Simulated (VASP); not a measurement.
# Na (I4/mmm) in VASP: notebook

Na is run at these levels: PBE; tasks: single point.

All numbers are computed with VASP 6.6.1; they aren't measurements. Logs are shortened: lines on timing, memory, paths and dates and some standing lists are left out, and cuts for length are marked.

## Step 1: The cell of the first run

Symmetry: I4/mmm, No. 139, tetragonal system. The conventional cell has a = 3.777 Å, b = 3.777 Å, c = 5.275 Å, α = 90.00°, β = 90.00°, γ = 90.00°. Na (site symmetry 4/mmm) has 12 Na at 3.75 to 3.78 Å within 4.9 Å.

## Step 2: Single point, PBE

Input file INCAR:

```
SYSTEM = Na
ALGO = Normal
EDIFF = 1E-6
ENCUT = 500
GGA = PE
GGA_COMPAT = .FALSE.
ISIF = 2
ISMEAR = 0
LASPH = .TRUE.
LCHARG = .TRUE.
LELF = .TRUE.
LREAL = .FALSE.
LVHAR = .TRUE.
LWAVE = .FALSE.
NBANDS = 10
NELM = 120
PREC = Accurate
SIGMA = 0.019
```

Input file KPOINTS:

```
k-points
0
G
  3 3 3
  0 0 0
```

Input file POSCAR:

```
Na
1.0
   -1.8882910800      1.8882910800      2.6372766800
    1.8882910800     -1.8882910800      2.6372766800
    1.8882910800      1.8882910800     -2.6372766800
Na
1
Direct
    0.0000000000      0.0000000000      0.0000000000
```

Potentials or basis: VASP PAW PBE potentials, release 64 (Na_pv).

Run with:

```sh
cat potpaw_PBE.64/Na_pv/POTCAR > POTCAR
mpirun -np 1 vasp_std > vasp.out
```

OUTCAR:

```text
SYSTEM = Na
   EDIFF = 1E-6
   ENCUT = 500
   GGA = PE
   ISIF = 2
   ISMEAR = 0
   LASPH = .TRUE.
   LREAL = .FALSE.
   NELM = 120
   PREC = Accurate

 ion  position               nearest neighbor table
   1  0.000  0.000  0.000-

  LATTYP: Found a body centered tetragonal cell.
 ALAT       =     3.7765821600
 C/A-ratio  =     1.3966473220

  Lattice vectors:

 A1 = (  -1.8882910800,   1.8882910800,   2.6372766800)
 A2 = (   1.8882910800,  -1.8882910800,   2.6372766800)
 A3 = (   1.8882910800,   1.8882910800,  -2.6372766800)

Analysis of symmetry for initial positions (statically):
=====================================================================
 Subroutine PRICEL returns:
 Original cell was already a primitive cell.

 Routine SETGRP: Setting up the symmetry group for a
 body centered tetragonal supercell.

 Subroutine GETGRP returns: Found 16 space group operations
 (whereof 16 operations were pure point group operations)
 out of a pool of 16 trial point group operations.

The static configuration has the point symmetry D_4h.

Analysis of symmetry for dynamics (positions and initial velocities):
=====================================================================
 Subroutine PRICEL returns:
 Original cell was already a primitive cell.

 Routine SETGRP: Setting up the symmetry group for a
 body centered tetragonal supercell.

 Subroutine GETGRP returns: Found 16 space group operations
 (whereof 16 operations were pure point group operations)
 out of a pool of 16 trial point group operations.

The dynamic configuration has the point symmetry D_4h.

 Subroutine INISYM returns: Found 16 space group operations
 (whereof 16 operations are pure point group operations),
 and found     1 'primitive' translations

----------------------------------------------------------------------------------------

                                     Primitive cell

  volume of cell :      37.6144

  direct lattice vectors                    reciprocal lattice vectors
    -1.888291080  1.888291080  2.637276680     0.000000000  0.264789685  0.189589512
     1.888291080 -1.888291080  2.637276680     0.264789685  0.000000000  0.189589512
     1.888291080  1.888291080 -2.637276680     0.264789685  0.264789685  0.000000000

  length of vectors
     3.753200593  3.753200593  3.753200593     0.325665105  0.325665105  0.374469164

  position of ions in fractional coordinates (direct lattice)
     0.000000000  0.000000000  0.000000000

  ion indices of the primitive-cell ions
   primitive index   ion index
                 1           1

----------------------------------------------------------------------------------------

 KPOINTS: k-points

Automatic generation of k-mesh.
 Grid dimensions read from file:
 generate k-points for:    3    3    3

 Generating k-lattice:

  Cartesian coordinates                     Fractional coordinates (reciprocal lattice)
     0.000000000  0.088263228  0.063196504     0.333333333  0.000000000 -0.000000000
     0.088263228  0.000000000  0.063196504     0.000000000  0.333333333 -0.000000000
     0.088263228  0.088263228  0.000000000     0.000000000  0.000000000  0.333333333

  Length of vectors
     0.108555035  0.108555035  0.124823055

  Shift w.r.t. Gamma in fractional coordinates (k-lattice)
     0.000000000  0.000000000  0.000000000

 Subroutine IBZKPT returns following result:
 ===========================================

 Found      6 irreducible k-points:

 Following reciprocal coordinates:
            Coordinates               Weight
  0.000000  0.000000  0.000000      1.000000
  0.333333 -0.000000  0.000000      8.000000
  0.333333  0.333333  0.000000      8.000000
 -0.333333  0.333333  0.000000      4.000000
 -0.333333  0.333333  0.333333      4.000000
 -0.333333 -0.333333  0.333333      2.000000
   k-points           NKPTS =      6   k-points in BZ     NKDIM =      6   number of bands    NBANDS=     10
   number of dos      NEDOS =    301   number of ions     NIONS =      1
   total plane-waves  NPLWV =  21952
   dimension x,y,z NGX =    28 NGY =   28 NGZ =   28
   dimension x,y,z NGXF=    56 NGYF=   56 NGZF=   56
   ions per type =               1
   NGX,Y,Z   is equivalent  to a cutoff of  12.40, 12.40, 12.40 a.u.
   NGXF,Y,Z  is equivalent  to a cutoff of  24.80, 24.80, 24.80 a.u.
 SYSTEM =  Na
   PREC   = accura    normal or accurate (medium, high low for compatibility)
   ISTART =      0    job   : 0-new  1-cont  2-samecut
   ICHARG =      2    charge: 1-file 2-atom 10-const
   ISPIN  =      1    spin polarized calculation?
   LNONCOLLINEAR =      F non collinear calculations
   LSORBIT =      F    spin-orbit coupling
   LASPH  =      T    aspherical Exc in radial PAW
   ENCUT  =  500.0 eV  36.75 Ry    6.06 a.u.   6.84  6.84  6.84*2*pi/ulx,y,z
   NELM   =    120;   NELMIN=  2; NELMDL= -5     # of ELM steps
   EDIFF  = 0.1E-05   stopping-criterion for ELM
   LREAL  =      F    real-space projection
   EDIFFG = 0.1E-04   stopping-criterion for IOM
   NSW    =      0    number of steps for IOM
   IBRION =     -1    ionic relax: 0-MD 1-quasi-New 2-CG
   NFREE  =      0    steps in history (QN), initial steepest desc. (CG)
   ISIF   =      2    stress and relaxation
   ISYM   =      2    0-nonsym 1-usesym 2-fastsym
   POTIM  = 0.5000    time-step for ionic-motion
   TEBEG  =    0.0;   TEEND  =   0.0 temperature during run
   PSTRESS=    0.0 pullay stress
   NELECT =       7.0000    total number of electrons
   NUPDOWN=      -1.0000    fix difference up-down
   EMIN   =  10.00;   EMAX   =-10.00  energy-range for DOS
   EFERMI =   0.00;   METHOD = LEGACY
   ISMEAR =     0;   SIGMA  =   0.02  broadening in eV -4-tet -1-fermi 0-gaus
   EFERMI_NEDOS =   21; number of points for ismear=-14 and -15
   IALGO  =     38    algorithm
   IMIX   =      4    mixing-type and parameters
     AMIX     =   0.40;   BMIX     =  1.00
     AMIX_MAG =   1.60;   BMIX_MAG =  1.00
  volume/ion in A,a.u.               =      37.61       253.83
  Fermi-wavevector in a.u.,A,eV,Ry     =   0.934666  1.766262 11.886050  0.873600
  Thomas-Fermi vector in A             =   2.061494
   LORBIT       =      0    0 simple, 1 ext, 2 COOP (PROOUT), +10 PAW based schemes
   GGA     = PE    functional components
   LHFCALC =     F    Hartree Fock is set to
   AEXX    =    0.0000 exact exchange contribution
   IVDW    =     0    specifies the selected vdW correction
   LEPSILON=     F    determine dielectric tensor
   LRPA    =     F    only Hartree local field effects (RPA)
 non-spin polarized calculation
 Gauss-broadening in eV      SIGMA  =   0.02
  energy-cutoff  :      500.00
  volume of cell :       37.61
 maximum number of plane-waves:       964
   NGX = 13   NGY = 13   NGZ = 13

 number of electron       6.9999993 magnetization

 Free energy of the ion-electron system (eV)
  ---------------------------------------------------
  ext. energy  EPLUGINS =         0.00000000
  ---------------------------------------------------
  free energy    TOTEN  =        -1.42294361 eV

  energy without entropy =       -1.42230918  energy(sigma->0) =       -1.42262639

 E-fermi :  -0.5400     XC(G=0):  -6.4634

 val. band max:       -0.5897834697   @ k =  -0.3333   0.3333   0.0000
 cond. band min:      -0.5309387802   @ k =  -0.3333  -0.3333   0.3333
 fundamental gap:      0.0588446895
 Fermi energy:        -0.5399916735

 k-point     1 :       0.0000    0.0000    0.0000
  band No.  band energies     occupation
      1     -24.6211      2.00000
      2     -24.6188      2.00000
      3     -24.6188      2.00000
      4      -2.9608      2.00000
      5      11.2810      0.00000
      6      11.2811      0.00000
      7      11.3218      0.00000
      8      12.3830      0.00000
      9      12.8249      0.00000
     10      12.8250      0.00000

 k-point     2 :       0.3333   -0.0000    0.0000
  band No.  band energies     occupation
      1     -24.6446      2.00000
      2     -24.6235      2.00000
      3     -24.6225      2.00000
      4      -1.1582      2.00000
      5       4.0098      0.00000
      6      10.2466      0.00000
      7      10.3714      0.00000
      8      11.4477      0.00000
      9      12.0221      0.00000
     10      12.2456      0.00000

 k-point     3 :       0.3333    0.3333    0.0000
  band No.  band energies     occupation
      1     -24.6425      2.00000
      2     -24.6408      2.00000
      3     -24.6277      2.00000
      4       1.7101      0.00000
      5       3.0732      0.00000
      6       3.8865      0.00000
      7       8.4023      0.00000
      8       9.0980      0.00000
      9      15.3182      0.00000
     10      15.9218      0.00000

 k-point     4 :      -0.3333    0.3333    0.0000
  band No.  band energies     occupation
      1     -24.6424      2.00000
      2     -24.6304      2.00000
      3     -24.6274      2.00000
      4      -0.5898      1.99979
      5       6.0793      0.00000
      6       7.1328      0.00000
      7       7.8929      0.00000
      8       7.9027      0.00000
      9       9.9659      0.00000
     10      18.1304      0.00000

 k-point     5 :      -0.3333    0.3333    0.3333
  band No.  band energies     occupation
      1     -24.6434      2.00000
      2     -24.6409      2.00000
      3     -24.6272      2.00000
      4       1.6578      0.00000
      5       3.1856      0.00000
      6       3.9886      0.00000
      7       8.2654      0.00000
      8       8.9660      0.00000
      9      15.1144      0.00000
     10      15.8777      0.00000

 k-point     6 :      -0.3333   -0.3333    0.3333
  band No.  band energies     occupation
      1     -24.6449      2.00000
      2     -24.6283      2.00000
      3     -24.6283      2.00000
      4      -0.5309      0.50042
      5       6.2773      0.00000
      6       7.0375      0.00000
      7       7.7759      0.00000
      8       7.7760      0.00000
      9       9.8887      0.00000
     10      17.9779      0.00000

------------------------ aborting loop because EDIFF is reached ----------------------------------------

  FORCE on cell =-STRESS in cart. coord.  units (eV):
  Direction    XX          YY          ZZ          XY          YZ          ZX
  --------------------------------------------------------------------------------------
  -------------------------------------------------------------------------------------
  Total        0.0612644      0.0612644     -0.4287234      0.0000000      0.0000000     -0.0000000
  in kB        2.6095456      2.6095456    -18.2614062      0.0000000      0.0000000     -0.0000000
  external PRESSURE =      -4.3474383 kB  Pullay stress =       0.0000000 kB

 VOLUME and BASIS-vectors are now :
 -----------------------------------------------------------------------------
  energy-cutoff  :      500.00
  volume of cell :       37.61
      direct lattice vectors                 reciprocal lattice vectors
    -1.888291080  1.888291080  2.637276680     0.000000000  0.264789685  0.189589512
     1.888291080 -1.888291080  2.637276680     0.264789685  0.000000000  0.189589512
     1.888291080  1.888291080 -2.637276680     0.264789685  0.264789685  0.000000000

 POSITION                                       TOTAL-FORCE (eV/Angst)
 -----------------------------------------------------------------------------------
      0.00000      0.00000      0.00000         0.000000      0.000000      0.000000
 -----------------------------------------------------------------------------------
    total drift:                                0.000000      0.000000      0.000000

  FREE ENERGIE OF THE ION-ELECTRON SYSTEM (eV)
  ---------------------------------------------------
  free  energy   TOTEN  =        -1.4229436069 eV

  energy  without entropy=       -1.4223091770  energy(sigma->0) =       -1.42262639
```

Run time: 3.1 s. Hardware: 1 thread of AMD EPYC 7R43 (Zen 3), shared host; peak memory 0.11 GiB.

What came out:

```
Free energy : -1.4229 eV
Pressure    : -0.4 GPa
```

Levels at points of the mesh, in eV from the Fermi level:
| k point | band 1 | band 2 | band 3 | band 4 | band 5 | band 6 | band 7 |
| --- | --- | --- | --- | --- | --- | --- | --- |
| (0.00, 0.00, 0.00) | -24.08 | -24.08 | -24.08 | -2.42 | 11.82 | 11.82 | 11.86 |

Caveat: the k points lie up to 0.78 Å⁻¹ apart.

## Step 3: Single point, PBE

Input file INCAR:

```
SYSTEM = Na
PREC = Accurate
ENCUT = 500
EDIFF = 1E-6
ISMEAR = -1
SIGMA = 0.014
LREAL = .False.
LASPH = .True.
NELM = 120
ALGO = Normal
ISIF = 2
LWAVE = .False.
LCHARG = .True.
GGA = PE
LELF = .True.
LVHAR = .True.
NBANDS = 10
GGA_COMPAT = .False.
```

Input file KPOINTS:

```
Automatic mesh
0
Gamma
  3 3 4
  0 0 0
```

POSCAR is that of step 2.

Potentials or basis: VASP PAW PBE potentials, release 64 (Na_pv).

Run with:

```sh
cat potpaw_PBE.64/Na_pv/POTCAR > POTCAR
mpirun -np 1 vasp_std > vasp.out
```

OUTCAR:

```text
SYSTEM = Na
   PREC = Accurate
   ENCUT = 500
   EDIFF = 1E-6
   ISMEAR = -1
   LREAL = .False.
   LASPH = .True.
   NELM = 120
   ISIF = 2
   GGA = PE

 ion  position               nearest neighbor table
   1  0.000  0.000  0.000-

  LATTYP: Found a body centered tetragonal cell.
 ALAT       =     3.7765821600
 C/A-ratio  =     1.3966473220

  Lattice vectors:

 A1 = (  -1.8882910800,   1.8882910800,   2.6372766800)
 A2 = (   1.8882910800,  -1.8882910800,   2.6372766800)
[... 371 lines left out ...]
     10      15.7401      0.00000

------------------------ aborting loop because EDIFF is reached ----------------------------------------

  FORCE on cell =-STRESS in cart. coord.  units (eV):
  Direction    XX          YY          ZZ          XY          YZ          ZX
  --------------------------------------------------------------------------------------
  -------------------------------------------------------------------------------------
  Total       -0.2596088     -0.2596088      0.3300594      0.0000000      0.0000000      0.0000000
  in kB      -11.0579955    -11.0579955     14.0588290      0.0000000      0.0000000      0.0000000
  external PRESSURE =      -2.6857207 kB  Pullay stress =       0.0000000 kB

 VOLUME and BASIS-vectors are now :
 -----------------------------------------------------------------------------
  energy-cutoff  :      500.00
  volume of cell :       37.61
      direct lattice vectors                 reciprocal lattice vectors
    -1.888291080  1.888291080  2.637276680     0.000000000  0.264789685  0.189589512
     1.888291080 -1.888291080  2.637276680     0.264789685  0.000000000  0.189589512
     1.888291080  1.888291080 -2.637276680     0.264789685  0.264789685  0.000000000

 POSITION                                       TOTAL-FORCE (eV/Angst)
 -----------------------------------------------------------------------------------
      0.00000      0.00000      0.00000        -0.000000     -0.000000     -0.000000
 -----------------------------------------------------------------------------------
    total drift:                                0.000000     -0.000000      0.000000

  FREE ENERGIE OF THE ION-ELECTRON SYSTEM (eV)
  ---------------------------------------------------
  free  energy   TOTEN  =        -1.3529170900 eV

  energy  without entropy=       -1.3511667065  energy(sigma->0) =       -1.35204190
```

It took 4.5 s on 1 thread of AMD EPYC 7R43 (Zen 3), shared host; peak memory 0.11 GiB.

Results:

```yaml
Free_energy: -1.3529 eV
Pressure: -0.3 GPa
```

Stress tensor (GPa, compression positive):
```
-1.11  0.00  0.00
 0.00 -1.11  0.00
 0.00  0.00  1.41
```

Levels at points of the mesh, in eV from the Fermi level:
| k point | band 1 | band 2 | band 3 | band 4 | band 5 | band 6 | band 7 |
| --- | --- | --- | --- | --- | --- | --- | --- |
| (0.00, 0.00, 0.00) | -25.17 | -25.17 | -25.17 | -3.51 | 10.73 | 10.73 | 10.78 |
| (0.00, 0.00, 0.50) | -25.20 | -25.18 | -25.18 | 1.45 | 1.99 | 6.00 | 6.85 |

Caveat: the k points lie up to 0.68 Å⁻¹ apart.

## Step 4: Single point, PBE

Input file INCAR:

```
SYSTEM = Na
PREC = Accurate
ENCUT = 500
EDIFF = 1E-6
ISMEAR = 0
SIGMA = 0.27211386245988
LREAL = .FALSE.
LASPH = .TRUE.
NELM = 120
ALGO = Normal
ISIF = 2
LWAVE = .FALSE.
LCHARG = .TRUE.
GGA = PE
LELF = .TRUE.
LVHAR = .TRUE.
NBANDS = 10
GGA_COMPAT = .FALSE.
```

Input file KPOINTS:

```
regular mesh
0
G
  6 6 6
  0 0 0
```

POSCAR is that of step 3.

Run with:

```sh
cat potpaw_PBE.64/Na_pv/POTCAR > POTCAR
mpirun -np 1 vasp_std > vasp.out
```

Run time: 7.7 s. Hardware: 1 thread of AMD EPYC 7R43 (Zen 3), shared host; peak memory 0.11 GiB.

It converged, with:

| Quantity | Value |
| --- | --- |
| Free energy | -1.3101 eV |
| Pressure | -0.1 GPa |

Levels at points of the mesh, in eV from the Fermi level:
| k point | band 1 | band 2 | band 3 | band 4 | band 5 | band 6 | band 7 | band 8 |
| --- | --- | --- | --- | --- | --- | --- | --- | --- |
| (0.00, 0.00, 0.00) | -24.81 | -24.81 | -24.81 | -3.15 | 11.09 | 11.09 | 11.14 | 12.20 |
| (0.50, 0.00, 0.00) | -24.84 | -24.81 | -24.81 | 0.66 | 1.05 | 10.07 | 10.24 | 11.08 |
| (0.50, 0.50, 0.00) | -24.84 | -24.82 | -24.82 | 1.81 | 2.36 | 6.37 | 7.21 | 7.22 |
| (0.50, 0.50, 0.50) | -24.84 | -24.82 | -24.82 | 1.94 | 2.48 | 6.26 | 7.08 | 7.08 |

Caveat: the k points lie up to 0.39 Å⁻¹ apart.

[end of part 1 of 2]
